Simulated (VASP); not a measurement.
# W17S35Br (a cell with a defect) in VASP: single point with r2SCAN

Aim: the single point of W17S35Br (a cell with a defect) with r2SCAN.

Everything below comes from runs of VASP 6.6.1. Logs are shortened: lines on timing, memory, paths and dates and some standing lists are left out, and cuts for length are marked.

## (1) The cell of the first run

The cell holds a defect, 53 atoms: a = 9.381 Å, b = 9.381 Å, c = 12.165 Å, α = 90.00°, β = 90.00°, γ = 120.00°.

## (2) Single point, r2SCAN

POSCAR

```
W17S35Br
1.0
    9.3812494643     -0.0000000850      0.0000000000
   -4.6906246585      8.1244003979      0.0000000000
    0.0000000000      0.0000000000     12.1647637133
W S Br
17 35 1
Direct
    0.1108903311      0.2207009885      0.2482742666
    0.2201692855      0.1140476343      0.7488936219
    0.1111176266      0.5535390425      0.2486923956
    0.2166707152      0.4410154724      0.7505086664
    0.1108289285      0.8869342012      0.2483559672
    0.2244466088      0.7830842720      0.7519561261
    0.4446860849      0.2206148411      0.2487469145
    0.5525792313      0.1108032645      0.7504887080
    0.4442407718      0.5538418287      0.2485931001
    0.4445914443      0.8868764834      0.2483720435
    0.5422319646      0.7701904103      0.7538880150
    0.7782216778      0.2206918022      0.2481700281
    0.8841736503      0.1073647457      0.7522592137
    0.7783967660      0.5541526649      0.2484923774
    0.8869395648      0.4435837048      0.7523955589
    0.7775048209      0.8866579622      0.2485837325
    0.8938275440      0.7711582335      0.7541260295
    0.1035824791      0.2200698012      0.6196759756
    0.2223949688      0.1103171272      0.1177096147
    0.1089241744      0.2208184495      0.8820986436
    0.2206402689      0.1094265203      0.3784280988
    0.1099707302      0.5575023739      0.6231218653
    0.2220437035      0.4434234789      0.1175996780
    0.1122944684      0.5568371207      0.8815892218
    0.2218182181      0.4430939671      0.3796441371
    0.1098663173      0.8880627534      0.6204884462
    0.2218553964      0.7764413901      0.1178713734
    0.1177588177      0.8975725633      0.8825121398
    0.2218622572      0.7764981466      0.3793681460
    0.5550478950      0.1100950941      0.1177055938
    0.4566267344      0.2500152061      0.8593147740
    0.5559512979      0.1093867889      0.3785173299
    0.4393901463      0.5525319112      0.6262376822
    0.5552953641      0.4433459551      0.1179269778
    0.4424750110      0.5564510266      0.8815887955
    0.5559994457      0.4442893632      0.3789529840
    0.4433009725      0.8870416657      0.6200153640
    0.5547563320      0.7758713157      0.1175300261
    0.4443203724      0.8939883211      0.8838192102
    0.5547843853      0.7761758977      0.3797569678
    0.7773693809      0.2212504504      0.6219692552
    0.8881764806      0.1093092659      0.1177225118
    0.7744979522      0.2214083788      0.8827256356
    0.8881747083      0.1095463956      0.3792702773
    0.7828821663      0.5584893159      0.6241245105
    0.8886679315      0.4435147654      0.1175167583
    0.7893247485      0.5636426043      0.8851415214
    0.8885046824      0.4430489101      0.3795049787
    0.7709750624      0.8768825410      0.6263428879
    0.8884811132      0.7763682913      0.1175384639
    0.7727253538      0.8801761759      0.8807237470
    0.8883255875      0.7762976018      0.3794818501
    0.4428045003      0.2222362026      0.6003953369
```

INCAR.step1

```
SYSTEM = W17S35Br
ALGO = Normal ; EDIFF = 1E-5
ENCUT = 440 ; GGA = PE
GGA_COMPAT = .False. ; ISMEAR = -1
LASPH = .True. ; LCHARG = .False.
LREAL = Auto ; LWAVE = .True.
NBANDS = 260 ; NELECT = 456.0
NELM = 120 ; PREC = Accurate
SIGMA = 0.01
```

INCAR.step2

```
SYSTEM = W17S35Br
ALGO = Normal ; EDIFF = 1E-6
ENCUT = 440 ; GGA_COMPAT = .False.
ISIF = 2 ; ISMEAR = -1
ISTART = 1 ; LASPH = .True.
LCHARG = .False. ; LMIXTAU = .True.
LREAL = Auto ; LWAVE = .False.
METAGGA = R2SCAN ; NBANDS = 260
NELECT = 456.0 ; NELM = 120
PREC = Accurate ; SIGMA = 0.01
```

KPOINTS

```
Automatic mesh
0
Gamma
  1 1 1
  0.25 0.25 0.25
```

Potentials or basis: VASP PAW PBE potentials, release 64 (W_sv, S, Br).

Command:

```bash
cat potpaw_PBE.64/W_sv/POTCAR potpaw_PBE.64/S/POTCAR potpaw_PBE.64/Br/POTCAR > POTCAR
cp INCAR.step1 INCAR
mpirun -np 1 vasp_std > vasp.out
cp INCAR.step2 INCAR
mpirun -np 1 vasp_std > vasp.out
```

OUTCAR:

```text
SYSTEM = W17S35Br
   EDIFF = 1E-6
   ENCUT = 440
   ISIF = 2
   ISMEAR = -1
   ISTART = 1
   LASPH = .True.
   LREAL = Auto
   METAGGA = R2SCAN
   NELECT = 456.0
   NELM = 120
   PREC = Accurate

 ion  position               nearest neighbor table
   1  0.111  0.221  0.248-  21 2.39  19 2.40  42 2.41  23 2.41  44 2.41  25 2.41  12 3.12   3 3.12
                             9 3.13  16 3.13   5 3.13   7 3.13
   2  0.220  0.114  0.749-  31 2.35  28 2.40  18 2.40  20 2.40  26 2.41  53 2.56   4 3.08  13 3.12
                             6 3.13   8 3.13  17 3.14
   3  0.111  0.554  0.249-  25 2.40  23 2.40  48 2.41  29 2.41  27 2.41  46 2.41   1 3.12  12 3.12
                             9 3.12  14 3.12  10 3.13   5 3.13
   4  0.217  0.441  0.751-  33 2.36  22 2.39  24 2.40  18 2.40  20 2.40  35 2.43  11 3.07   2 3.08
                            15 3.11  13 3.12   6 3.17
   5  0.111  0.887  0.248-  27 2.40  21 2.40  29 2.40  50 2.41  52 2.41  19 2.41  14 3.12  16 3.13
                             3 3.13   1 3.13   7 3.13  10 3.13
   6  0.224  0.783  0.752-  37 2.40  26 2.40  28 2.40  39 2.40  22 2.41  24 2.42  11 3.04  17 3.05
                             8 3.08   2 3.13   4 3.17  15 3.18
   7  0.445  0.221  0.249-  32 2.40  30 2.40  21 2.41  19 2.41  34 2.41  36 2.41   9 3.13  12 3.13
                            14 3.13  10 3.13   5 3.13   1 3.13
   8  0.553  0.111  0.750-  31 2.33  39 2.39  41 2.40  37 2.41  43 2.42  53 2.56   6 3.08  13 3.13
                            15 3.13   2 3.13  11 3.15
   9  0.444  0.554  0.249-  36 2.40  34 2.40  38 2.41  23 2.41  25 2.41  40 2.41  10 3.12   3 3.12
[... 39 lines left out ...]
  40  0.555  0.776  0.380-  10 2.40   9 2.41  16 2.41
  41  0.777  0.221  0.622-  13 2.39   8 2.40  15 2.40
  42  0.888  0.109  0.118-  12 2.40   1 2.41  16 2.41
  43  0.774  0.221  0.883-  15 2.40  13 2.41   8 2.42
  44  0.888  0.110  0.379-  12 2.40  16 2.41   1 2.41
  45  0.783  0.558  0.624-  17 2.34  15 2.37
  46  0.889  0.444  0.118-  14 2.40  12 2.41   3 2.41
  47  0.789  0.564  0.885-  17 2.32  15 2.40
  48  0.889  0.443  0.380-  14 2.40   3 2.41  12 2.41
  49  0.771  0.877  0.626-  13 2.42  11 2.42  17 2.42
  50  0.888  0.776  0.118-  16 2.40   5 2.41  14 2.41
  51  0.773  0.880  0.881-  13 2.42  17 2.42  11 2.43
  52  0.888  0.776  0.379-  16 2.40  14 2.41   5 2.41
  53  0.443  0.222  0.600-   2 2.56   8 2.56

  LATTYP: Found a hexagonal cell.
 ALAT       =     9.3812494643
 C/A-ratio  =     1.2967103966

  Lattice vectors:

 A1 = (   9.3812494643,  -0.0000000850,   0.0000000000)
 A2 = (  -4.6906246585,   8.1244003979,   0.0000000000)
 A3 = (   0.0000000000,   0.0000000000,  12.1647637133)

Analysis of symmetry for initial positions (statically):
=====================================================================
 Subroutine PRICEL returns:
 Original cell was already a primitive cell.

[... 213 lines left out ...]
   TEBEG  =    0.0;   TEEND  =   0.0 temperature during run
   PSTRESS=    0.0 pullay stress
   NELECT =     456.0000    total number of electrons
   NUPDOWN=      -1.0000    fix difference up-down
   EMIN   =  10.00;   EMAX   =-10.00  energy-range for DOS
   EFERMI =   0.00;   METHOD = LEGACY
   ISMEAR =    -1;   SIGMA  =   0.01  broadening in eV -4-tet -1-fermi 0-gaus
   EFERMI_NEDOS =   21; number of points for ismear=-14 and -15
   IALGO  =     38    algorithm
   IMIX   =      4    mixing-type and parameters
     AMIX     =   0.40;   BMIX     =  1.00
     AMIX_MAG =   1.60;   BMIX_MAG =  1.00
  volume/ion in A,a.u.               =      17.49       118.05
  Fermi-wavevector in a.u.,A,eV,Ry     =   1.292244  2.441987 22.720298  1.669895
  Thomas-Fermi vector in A             =   2.423964
   LORBIT       =      0    0 simple, 1 ext, 2 COOP (PROOUT), +10 PAW based schemes
   METAGGA = R2SCAN    functional components
   LHFCALC =     F    Hartree Fock is set to
   AEXX    =    0.0000 exact exchange contribution
   IVDW    =     0    specifies the selected vdW correction
   LEPSILON=     F    determine dielectric tensor
   LRPA    =     F    only Hartree local field effects (RPA)
 non-spin polarized calculation
  energy-cutoff  :      440.00
  volume of cell :      927.16
 maximum number of plane-waves:     19439
   NGX = 33   NGY = 33   NGZ = 41

 number of electron     456.0000010 magnetization

 Free energy of the ion-electron system (eV)
  ---------------------------------------------------
  ext. energy  EPLUGINS =         0.00000000
  ---------------------------------------------------
  free energy    TOTEN  =     -1200.01424630 eV

  energy without entropy =    -1200.01424188  energy(sigma->0) =    -1200.01424409

 E-fermi :   7.5717     XC(G=0): -11.7825

 val. band max:        7.4673933842   @ k =   0.5000   0.2500   0.2500
 cond. band min:       7.6833228023   @ k =   0.5000   0.2500   0.2500
 fundamental gap:      0.2159294181
 Fermi energy:         7.5716535593

 k-point     1 :       0.2500    0.2500    0.2500
  band No.  band energies     occupation
      1     -69.2940      2.00000
      2     -69.2893      2.00000
      3     -69.2857      2.00000
      4     -69.2794      2.00000
      5     -69.2759      2.00000
      6     -69.2742      2.00000
[... 1447 lines left out ...]
    239       9.4532      0.00000
    240       9.4912      0.00000
 [bands above 240 left out]

------------------------ aborting loop because EDIFF is reached ----------------------------------------

  FORCE on cell =-STRESS in cart. coord.  units (eV):
  Direction    XX          YY          ZZ          XY          YZ          ZX
  --------------------------------------------------------------------------------------
  -------------------------------------------------------------------------------------
  Total       49.6983821     42.7938730     19.7528790      0.2739576      0.8090562     -0.2585521
  in kB       85.8810122     73.9497138     34.1338524      0.4734108      1.3980850     -0.4467895
  external PRESSURE =      64.6548595 kB  Pullay stress =       0.0000000 kB

 VOLUME and BASIS-vectors are now :
 -----------------------------------------------------------------------------
  energy-cutoff  :      440.00
  volume of cell :      927.16
      direct lattice vectors                 reciprocal lattice vectors
     9.381249464 -0.000000085  0.000000000     0.106595610  0.061543003  0.000000000
    -4.690624658  8.124400398  0.000000000     0.000000001  0.123086007  0.000000000
     0.000000000  0.000000000 12.164763713     0.000000000  0.000000000  0.082204638

 POSITION                                       TOTAL-FORCE (eV/Angst)
 -----------------------------------------------------------------------------------
      0.00506      1.79306      3.02020        -0.131184      0.082688     -0.006463
      1.53051      0.92657      9.11011        -0.041827     -0.173666      0.121513
     -1.55402      4.49717      3.02528        -0.144848      0.077894     -0.008670
     -0.03600      3.58299      9.12976         0.061310     -0.125968      0.050702
     -3.12056      7.20581      3.02119        -0.128720      0.084364     -0.005158
     -1.56756      6.36209      9.14737         0.064698     -0.128062      0.003908
[... 45 lines left out ...]
      4.69228      6.30695      4.61631         0.079262     -0.028878     -0.254821
      3.11163      1.80554      7.30367         0.051044     -0.059219      0.035048
 -----------------------------------------------------------------------------------
    total drift:                                0.006346      0.011939      0.003079

  FREE ENERGIE OF THE ION-ELECTRON SYSTEM (eV)
  ---------------------------------------------------
  free  energy   TOTEN  =     -1200.0142462955 eV

  energy  without entropy=    -1200.0142418821  energy(sigma->0) =    -1200.01424409
```

Run time: 1.9 h. Hardware: 1 thread of Intel Xeon Platinum 8375C at 2.90GHz (Ice Lake), shared host; peak memory 1.2 GiB.

What came out:

```
Free energy   : -1200.0142 eV
Largest force : 0.513 eV/Å
```

Forces in eV/Å, atoms in the order of the input:
```
W   -0.131  0.083 -0.006
W   -0.042 -0.174  0.122
W   -0.145  0.078 -0.009
W    0.061 -0.126  0.051
W   -0.129  0.084 -0.005
W    0.065 -0.128  0.004
W   -0.150  0.101 -0.011
W    0.090 -0.059  0.084
W   -0.136  0.098  0.003
W   -0.133  0.072  0.007
W   -0.053 -0.335 -0.002
W   -0.143  0.080  0.012
W    0.190 -0.035  0.036
W   -0.136  0.064 -0.014
W    0.457  0.188 -0.139
W   -0.151  0.087 -0.001
W    0.086  0.055  0.006
S   -0.039  0.041  0.286
S    0.075 -0.039  0.277
S   -0.025  0.055 -0.315
S    0.060 -0.037 -0.275
S   -0.057 -0.028  0.190
S    0.062 -0.046  0.296
S   -0.127 -0.005 -0.185
S    0.065 -0.043 -0.274
S   -0.014  0.059  0.279
S    0.059 -0.044  0.284
S   -0.019  0.014 -0.281
S    0.057 -0.036 -0.278
S    0.045 -0.033  0.268
S    0.059 -0.136 -0.202
S    0.070 -0.033 -0.284
S   -0.174  0.247  0.165
S    0.072 -0.051  0.280
S   -0.207  0.242 -0.248
S    0.052 -0.041 -0.283
S   -0.055  0.008  0.314
S    0.071 -0.027  0.297
S   -0.073  0.093 -0.345
S    0.082 -0.046 -0.295
S   -0.103  0.082  0.253
S    0.066 -0.046  0.282
S   -0.092  0.010 -0.295
S    0.065 -0.052 -0.278
S    0.161 -0.103  0.241
S    0.078 -0.046  0.307
S    0.020  0.018 -0.118
S    0.063 -0.034 -0.274
S   -0.046  0.015  0.221
S    0.060 -0.033  0.295
S   -0.040  0.031 -0.222
S    0.079 -0.029 -0.255
Br   0.051 -0.059  0.035
```

Caveat: the cell carries a net charge on a neutralising background, which shifts energy and pressure; the cell is charged against a uniform background, so pressure and absolute levels hang on convention; the PAW data sets were made with another functional, which shifts forces and pressure a little; spin-orbit coupling is left out, which moves the levels of the heavy elements.
